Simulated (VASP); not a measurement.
Wanted: the native input for a VASP 6.6.1 run.

```yaml
Task: single point
Functional: LDA
Potentials_or_basis: VASP PAW LDA potentials, release 64 (La, S)
Cutoff: 520 eV
k_mesh: 6 × 6 × 3
Occupations: fermi-dirac, width 0.1 eV
Spin: no spin polarisation
Dipole_correction: no
Further_INCAR_settings: ALGO = Normal; EDIFF = 1e-06; NBANDS = 25
```

The structure of LaS lies in POSCAR:

```
LaS
1.0
    4.0755000000      0.0000000000      0.0000000000
    0.0000000000      4.0755000000      0.0000000000
    0.0000000000      0.0000000000     10.6002600000
La S
2 2
Direct
    0.0000000000      0.5000000000      0.6215900000
    0.5000000000      0.0000000000      0.3784100000
    0.5000000000      0.0000000000      0.6545600000
    0.0000000000      0.5000000000      0.3454400000
```

These files were run (other wordings do the same):

INCAR

```
SYSTEM = LaS
  PREC = Accurate
  ENCUT = 520
  EDIFF = 1E-6
  ISMEAR = -1
  SIGMA = 0.1
  LREAL = .FALSE.
  LASPH = .TRUE.
  NELM = 100
  ALGO = Normal
  ISIF = 2
  LWAVE = .FALSE.
  LCHARG = .FALSE.
  GGA = CA
  NBANDS = 25
```

KPOINTS

```
regular mesh
0
G
  6 6 3
  0 0 0
```

Potentials or basis: VASP PAW LDA potentials, release 64 (La, S).

Launch:

```bash
$ cat potpaw_LDA.64/La/POTCAR potpaw_LDA.64/S/POTCAR > POTCAR
$ mpirun -np 1 vasp_std > vasp.out
```

It gave:

```json
{"Pressure": "-2.4 GPa", "Largest force": "0.354 eV/Å", "Band gap on the k mesh": "zero (band 17 reaches 4.62 eV, above the bottom of band 18 at 2.79 eV)"}
```

Caveat: spin-orbit coupling is left out, which moves the levels of the heavy elements.

Run time: 2.7 min on 1 thread of Intel(R) Xeon(R) Platinum 8175M CPU @ 2.50GHz (Skylake/Cascade Lake) (shared host), peak memory 0.26 GiB.
